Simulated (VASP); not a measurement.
# MgNb2O4 (Pmma) in VASP: single point with PBE

Aim: the single point of MgNb2O4 with PBE.

Program: VASP 6.6.1. These are calculated values, not measurements. Logs are shortened: lines on timing, memory, paths and dates and some standing lists are left out, and cuts for length are marked.

## Step 1: The cell of the first run

The structure is orthorhombic, space group Pmma (No. 51). Conventional cell: a = 10.208 Å, b = 2.884 Å, c = 4.902 Å, α = 90.00°, β = 90.00°, γ = 90.00°. Within 2.7 Å of Mg (site symmetry 2/m) lie 6 O at 2.03 to 2.05 Å. Nb (site symmetry mm2) has 6 O at 2.09 to 2.11 Å and 6 Nb at 2.80 to 2.88 Å within 2.9 Å. Nb (site symmetry mm2) has 6 O at 2.09 to 2.15 Å and 6 Nb at 2.80 to 2.88 Å within 2.9 Å. O (site symmetry m) has 1 Mg at 2.03 Å and 3 Nb at 2.09 Å and 10 O at 2.59 to 3.04 Å within 3.1 Å. O (site symmetry m) has 2 Mg at 2.05 Å and 3 Nb at 2.11 to 2.15 Å and 10 O at 2.68 to 2.97 Å within 3.0 Å.

## Step 2: Single point, PBE (10.31 Å³/atom)

INCAR reads:

```
PREC = Accurate ; ENCUT = 520
EDIFF = 1E-6 ; ISMEAR = 0
SIGMA = 0.02 ; LREAL = False
LASPH = True ; NELM = 80
ALGO = Normal ; ISIF = 2
LWAVE = False ; LCHARG = True
GGA = PE ; LELF = True
LVHAR = True ; NBANDS = 65
```

KPOINTS reads:

```
regular mesh
0
Gamma
  4 10 6
```

POSCAR reads:

```
MgNb2O4
1.0
   10.2081167162      0.0000000000      0.0000000000
    0.0000000000      2.8842838303      0.0000000000
    0.0000000000      0.0000000000      4.9020459632
Mg Nb O
2 4 8
Direct
    0.5000000000      0.0000000000      0.0000000000
    0.0000000000      0.0000000000      0.0000000000
    0.2500000000      0.5000000000      0.1688662829
    0.2500000000      0.0000000000      0.6592628263
    0.7500000000      0.0000000000      0.3407371737
    0.7500000000      0.5000000000      0.8311337171
    0.3770218160      0.0000000000      0.3258211362
    0.1229781840      0.0000000000      0.3258211362
    0.1187229539      0.5000000000      0.8362842852
    0.3812770461      0.5000000000      0.8362842852
    0.6187229539      0.5000000000      0.1637157148
    0.8812770461      0.5000000000      0.1637157148
    0.6229781840      0.0000000000      0.6741788638
    0.8770218160      0.0000000000      0.6741788638
```

Potentials or basis: VASP PAW PBE potentials, release 64 (Mg, Nb_sv, O).

Command:

```console
> cat potpaw_PBE.64/Mg/POTCAR potpaw_PBE.64/Nb_sv/POTCAR potpaw_PBE.64/O/POTCAR > POTCAR
> mpirun -np 1 vasp_std > vasp.out
```

OUTCAR:

```text
PREC = Accurate
   ENCUT = 520
   EDIFF = 1E-6
   ISMEAR = 0
   LREAL = False
   LASPH = True
   NELM = 80
   ISIF = 2
   GGA = PE

 ion  position               nearest neighbor table
   1  0.500  0.000  0.000-   7 2.03  13 2.03  11 2.05  10 2.05  10 2.05  11 2.05   3 3.05   6 3.05
                             3 3.05   6 3.05   5 3.05   4 3.05
   2  0.000  0.000  0.000-   8 2.03  14 2.03  12 2.05   9 2.05   9 2.05  12 2.05   3 3.05   6 3.05
                             3 3.05   6 3.05   5 3.05   4 3.05
   3  0.250  0.500  0.169-   7 2.09   8 2.09   7 2.09   8 2.09   9 2.11  10 2.11   4 2.80   4 2.80
                             4 2.88   4 2.88   1 3.05   2 3.05   1 3.05   2 3.05
   4  0.250  0.000  0.659-   7 2.09   8 2.09   9 2.15  10 2.15   9 2.15  10 2.15   3 2.80   3 2.80
                             3 2.88   3 2.88   2 3.05   1 3.05
   5  0.750  0.000  0.341-  13 2.09  14 2.09  11 2.15  12 2.15  11 2.15  12 2.15   6 2.80   6 2.80
                             6 2.88   6 2.88   1 3.05   2 3.05
   6  0.750  0.500  0.831-  13 2.09  14 2.09  13 2.09  14 2.09  11 2.11  12 2.11   5 2.80   5 2.80
                             5 2.88   5 2.88   2 3.05   1 3.05   2 3.05   1 3.05
   7  0.377  0.000  0.326-   1 2.03   4 2.09   3 2.09   3 2.09
   8  0.123  0.000  0.326-   2 2.03   4 2.09   3 2.09   3 2.09
   9  0.119  0.500  0.836-   2 2.05   2 2.05   3 2.11   4 2.15   4 2.15
  10  0.381  0.500  0.836-   1 2.05   1 2.05   3 2.11   4 2.15   4 2.15
  11  0.619  0.500  0.164-   1 2.05   1 2.05   6 2.11   5 2.15   5 2.15
  12  0.881  0.500  0.164-   2 2.05   2 2.05   6 2.11   5 2.15   5 2.15
  13  0.623  0.000  0.674-   1 2.03   5 2.09   6 2.09   6 2.09
  14  0.877  0.000  0.674-   2 2.03   5 2.09   6 2.09   6 2.09

  LATTYP: Found a simple orthorhombic cell.
 ALAT       =     2.8842838303
 B/A-ratio  =     1.6995712806
 C/A-ratio  =     3.5392205888

  Lattice vectors:

 A1 = (   0.0000000000,   2.8842838303,   0.0000000000)
 A2 = (   0.0000000000,   0.0000000000,   4.9020459632)
 A3 = (  10.2081167162,   0.0000000000,   0.0000000000)

Analysis of symmetry for initial positions (statically):
=====================================================================
 Subroutine PRICEL returns:
 Original cell was already a primitive cell.

 Routine SETGRP: Setting up the symmetry group for a
 simple orthorhombic supercell.

 Subroutine GETGRP returns: Found  8 space group operations
 (whereof  4 operations were pure point group operations)
 out of a pool of  8 trial point group operations.

The static configuration has the point symmetry C_2h.
 The point group associated with its full space group is D_2h.

Analysis of symmetry for dynamics (positions and initial velocities):
=====================================================================
 Subroutine PRICEL returns:
 Original cell was already a primitive cell.

 Routine SETGRP: Setting up the symmetry group for a
 simple orthorhombic supercell.

 Subroutine GETGRP returns: Found  8 space group operations
 (whereof  4 operations were pure point group operations)
 out of a pool of  8 trial point group operations.

The dynamic configuration has the point symmetry C_2h.
 The point group associated with its full space group is D_2h.

 Subroutine INISYM returns: Found  8 space group operations
 (whereof  4 operations are pure point group operations),
 and found     1 'primitive' translations

----------------------------------------------------------------------------------------

                                     Primitive cell

  volume of cell :     144.3315

  direct lattice vectors                    reciprocal lattice vectors
    10.208116716  0.000000000  0.000000000     0.097961262  0.000000000  0.000000000
     0.000000000  2.884283830  0.000000000     0.000000000  0.346706517  0.000000000
     0.000000000  0.000000000  4.902045963     0.000000000  0.000000000  0.203996455

  length of vectors
    10.208116716  2.884283830  4.902045963     0.097961262  0.346706517  0.203996455

  position of ions in fractional coordinates (direct lattice)
     0.500000000  0.000000000  0.000000000
     0.000000000  0.000000000  0.000000000
     0.250000000  0.500000000  0.168866283
     0.250000000  0.000000000  0.659262826
     0.750000000  0.000000000  0.340737174
     0.750000000  0.500000000  0.831133717
     0.377021816  0.000000000  0.325821136
     0.122978184  0.000000000  0.325821136
     0.118722954  0.500000000  0.836284285
     0.381277046  0.500000000  0.836284285
     0.618722954  0.500000000  0.163715715
     0.881277046  0.500000000  0.163715715
     0.622978184  0.000000000  0.674178864
     0.877021816  0.000000000  0.674178864

  ion indices of the primitive-cell ions
   primitive index   ion index
                 1           1
                 2           2
                 3           3
                 4           4
                 5           5
                 6           6
                 7           7
                 8           8
                 9           9
                10          10
                11          11
                12          12
                13          13
                14          14

----------------------------------------------------------------------------------------

 KPOINTS: regular mesh

Automatic generation of k-mesh.
 Grid dimensions read from file:
 generate k-points for:    4   10    6

 Generating k-lattice:

  Cartesian coordinates                     Fractional coordinates (reciprocal lattice)
     0.024490316  0.000000000  0.000000000     0.250000000  0.000000000  0.000000000
     0.000000000  0.034670652  0.000000000     0.000000000  0.100000000  0.000000000
     0.000000000  0.000000000  0.033999409     0.000000000  0.000000000  0.166666667

  Length of vectors
     0.024490316  0.034670652  0.033999409

  Shift w.r.t. Gamma in fractional coordinates (k-lattice)
     0.000000000  0.000000000  0.000000000

 Subroutine IBZKPT returns following result:
 ===========================================

 Found     72 irreducible k-points:

 Following reciprocal coordinates:
            Coordinates               Weight
  0.000000  0.000000  0.000000      1.000000
  0.250000  0.000000  0.000000      2.000000
  0.500000  0.000000  0.000000      1.000000
  0.000000  0.100000  0.000000      2.000000
  0.250000  0.100000  0.000000      4.000000
  0.500000  0.100000  0.000000      2.000000
[... 16 lines left out ...]
  0.250000  0.100000  0.166667      8.000000
  0.500000  0.100000  0.166667      4.000000
 [... further k-points ...]
   k-points           NKPTS =     72   k-points in BZ     NKDIM =     72   number of bands    NBANDS=     65
   number of dos      NEDOS =    301   number of ions     NIONS =     14
   total plane-waves  NPLWV =  69120
   dimension x,y,z NGX =    80 NGY =   24 NGZ =   36
   dimension x,y,z NGXF=   160 NGYF=   48 NGZF=   72
   ions per type =               2   4   8
   NGX,Y,Z   is equivalent  to a cutoff of  13.03, 13.83, 12.21 a.u.
   NGXF,Y,Z  is equivalent  to a cutoff of  26.06, 27.67, 24.42 a.u.
 SYSTEM =  unknown system
   PREC   = accura    normal or accurate (medium, high low for compatibility)
   ISTART =      0    job   : 0-new  1-cont  2-samecut
   ICHARG =      2    charge: 1-file 2-atom 10-const
   ISPIN  =      1    spin polarized calculation?
   LNONCOLLINEAR =      F non collinear calculations
   LSORBIT =      F    spin-orbit coupling
   LASPH  =      T    aspherical Exc in radial PAW
   ENCUT  =  520.0 eV  38.22 Ry    6.18 a.u.  18.98  5.36  9.11*2*pi/ulx,y,z
   NELM   =     80;   NELMIN=  2; NELMDL= -5     # of ELM steps
   EDIFF  = 0.1E-05   stopping-criterion for ELM
   LREAL  =      F    real-space projection
   EDIFFG = 0.1E-04   stopping-criterion for IOM
   NSW    =      0    number of steps for IOM
   IBRION =     -1    ionic relax: 0-MD 1-quasi-New 2-CG
   NFREE  =      0    steps in history (QN), initial steepest desc. (CG)
   ISIF   =      2    stress and relaxation
   ISYM   =      2    0-nonsym 1-usesym 2-fastsym
   POTIM  = 0.5000    time-step for ionic-motion
   TEBEG  =    0.0;   TEEND  =   0.0 temperature during run
   PSTRESS=    0.0 pullay stress
   NELECT =     104.0000    total number of electrons
   NUPDOWN=      -1.0000    fix difference up-down
   EMIN   =  10.00;   EMAX   =-10.00  energy-range for DOS
   EFERMI =   0.00;   METHOD = LEGACY
   ISMEAR =     0;   SIGMA  =   0.02  broadening in eV -4-tet -1-fermi 0-gaus
   EFERMI_NEDOS =   21; number of points for ismear=-14 and -15
   IALGO  =     38    algorithm
   IMIX   =      4    mixing-type and parameters
     AMIX     =   0.40;   BMIX     =  1.00
     AMIX_MAG =   1.60;   BMIX_MAG =  1.00
  volume/ion in A,a.u.               =      10.31        69.57
  Fermi-wavevector in a.u.,A,eV,Ry     =   1.467683  2.773519 29.308222  2.154094
  Thomas-Fermi vector in A             =   2.583271
   LORBIT       =      0    0 simple, 1 ext, 2 COOP (PROOUT), +10 PAW based schemes
   GGA     = PE    functional components
   LHFCALC =     F    Hartree Fock is set to
   AEXX    =    0.0000 exact exchange contribution
   IVDW    =     0    specifies the selected vdW correction
   LEPSILON=     F    determine dielectric tensor
   LRPA    =     F    only Hartree local field effects (RPA)
 non-spin polarized calculation
 Gauss-broadening in eV      SIGMA  =   0.02
  energy-cutoff  :      520.00
  volume of cell :      144.33
 maximum number of plane-waves:      3926
 NGX is ok and might be reduce to    80
   NGX = 37   NGY = 11   NGZ = 19

 number of electron     104.0000007 magnetization

 Free energy of the ion-electron system (eV)
  ---------------------------------------------------
  ext. energy  EPLUGINS =         0.00000000
  ---------------------------------------------------
  free energy    TOTEN  =      -118.02659925 eV

  energy without entropy =     -118.02659925  energy(sigma->0) =     -118.02659925

 E-fermi :   9.5570     XC(G=0): -12.0024

 val. band max:        9.3276802815   @ k =   0.0000   0.0000   0.0000
 cond. band min:      10.7822578439   @ k =   0.0000   0.2000   0.0000
 fundamental gap:      1.4545775624
 Fermi energy:         9.5569831152

 k-point     1 :       0.0000    0.0000    0.0000
  band No.  band energies     occupation
      1     -46.5309      2.00000
      2     -46.5309      2.00000
      3     -46.1678      2.00000
      4     -46.1678      2.00000
      5     -23.4708      2.00000
      6     -23.4703      2.00000
[... 56 lines left out ...]
     63      12.7766      0.00000
     64      12.9711      0.00000

 k-point     2 :       0.2500    0.0000    0.0000
  band No.  band energies     occupation
      1     -46.5309      2.00000
      2     -46.5309      2.00000
      3     -46.1678      2.00000
      4     -46.1678      2.00000
      5     -23.4707      2.00000
      6     -23.4704      2.00000
[... 56 lines left out ...]
     63      12.6972      0.00000
     64      12.8804      0.00000

 k-point     3 :       0.5000    0.0000    0.0000
  band No.  band energies     occupation
      1     -46.5309      2.00000
      2     -46.5309      2.00000
      3     -46.1678      2.00000
      4     -46.1678      2.00000
      5     -23.4706      2.00000
      6     -23.4706      2.00000
[... 1396 lines left out ...]
     63      12.8419      0.00000
     64      13.0605      0.00000

 k-point    24 :       0.5000    0.1000    0.1667
  band No.  band energies     occupation
      1     -46.5074      2.00000
      2     -46.5074      2.00000
      3     -46.1720      2.00000
      4     -46.1720      2.00000
      5     -23.3385      2.00000
      6     -23.3385      2.00000
[... 56 lines left out ...]
     63      12.9296      0.00000
     64      12.9366      0.00000

 [... further k-points ...]

 [bands above 64 left out]

------------------------ aborting loop because EDIFF is reached ----------------------------------------

  FORCE on cell =-STRESS in cart. coord.  units (eV):
  Direction    XX          YY          ZZ          XY          YZ          ZX
  --------------------------------------------------------------------------------------
  -------------------------------------------------------------------------------------
  Total       15.6976446     15.7805965     15.7936143      0.0000000      0.0000000      0.0000000
  in kB      174.2545283    175.1753507    175.3198571      0.0000000      0.0000000      0.0000000
  external PRESSURE =     174.9165787 kB  Pullay stress =       0.0000000 kB

 VOLUME and BASIS-vectors are now :
 -----------------------------------------------------------------------------
  energy-cutoff  :      520.00
  volume of cell :      144.33
      direct lattice vectors                 reciprocal lattice vectors
    10.208116716  0.000000000  0.000000000     0.097961262  0.000000000  0.000000000
     0.000000000  2.884283830  0.000000000     0.000000000  0.346706517  0.000000000
     0.000000000  0.000000000  4.902045963     0.000000000  0.000000000  0.203996455

 POSITION                                       TOTAL-FORCE (eV/Angst)
 -----------------------------------------------------------------------------------
      5.10406      0.00000      0.00000        -0.000000      0.000000      0.000000
      0.00000      0.00000      0.00000        -0.000000      0.000000      0.000000
      2.55203      1.44214      0.82779        -0.000000     -0.000000      0.012187
      2.55203      0.00000      3.23174        -0.000000      0.000000     -0.009695
      7.65609      0.00000      1.67031        -0.000000      0.000000      0.009695
      7.65609      1.44214      4.07426        -0.000000      0.000000     -0.012187
      3.84868      0.00000      1.59719        -0.004483      0.000000     -0.016260
      1.25538      0.00000      1.59719         0.004483      0.000000     -0.016260
      1.21194      1.44214      4.09950        -0.012834      0.000000      0.019559
      3.89212      1.44214      4.09950         0.012834      0.000000      0.019559
      6.31600      1.44214      0.80254        -0.012834     -0.000000     -0.019559
      8.99618      1.44214      0.80254         0.012834     -0.000000     -0.019559
      6.35943      0.00000      3.30486         0.004483      0.000000      0.016260
      8.95274      0.00000      3.30486        -0.004483      0.000000      0.016260
 -----------------------------------------------------------------------------------
    total drift:                               -0.000000      0.000000      0.000000

  FREE ENERGIE OF THE ION-ELECTRON SYSTEM (eV)
  ---------------------------------------------------
  free  energy   TOTEN  =      -118.0265992495 eV

  energy  without entropy=     -118.0265992495  energy(sigma->0) =     -118.02659925
```

It took 20 min on 1 thread of Intel Xeon Platinum 8488C (Sapphire Rapids), shared host; peak memory 0.59 GiB.

Results:

```
Free energy            : -118.0266 eV
Pressure               : 17.5 GPa
Largest force          : 0.023 eV/Å
Band gap on the k mesh : 1.45 eV (least direct gap 1.47 eV)
```

Forces on the atoms (eV/Å):
```
Mg   0.000  0.000  0.000
Mg   0.000  0.000  0.000
Nb   0.000  0.000  0.012
Nb   0.000  0.000 -0.010
Nb   0.000  0.000  0.010
Nb   0.000  0.000 -0.012
O   -0.004  0.000 -0.016
O    0.004  0.000 -0.016
O   -0.013  0.000  0.020
O    0.013  0.000  0.020
O   -0.013  0.000 -0.020
O    0.013  0.000 -0.020
O    0.004  0.000  0.016
O   -0.004  0.000  0.016
```

Levels at points of the mesh, in eV from the valence-band top:
```tsv
k point	band 50	band 51	band 52	band 53	band 54	band 55
(0.00, 0.00, 0.00)	-1.07	-0.55	0.00	1.47	1.63	1.84
(0.50, 0.00, 0.00)	-1.28	-0.21	-0.21	1.55	1.55	1.90
(0.00, 0.50, 0.00)	-1.23	-1.11	-1.04	2.28	2.33	2.58
(0.50, 0.50, 0.00)	-1.24	-1.07	-1.07	2.29	2.29	2.58
(0.00, 0.00, 0.50)	-1.48	-1.09	-0.86	2.02	2.26	2.29
(0.50, 0.00, 0.50)	-1.64	-0.97	-0.97	2.12	2.12	2.31
(0.00, 0.50, 0.50)	-1.37	-1.18	-0.94	2.53	3.19	3.41
(0.50, 0.50, 0.50)	-1.35	-1.15	-1.15	2.82	2.82	3.58
```

Caveat: the cell stands under pressure. A k mesh can miss the band edges.
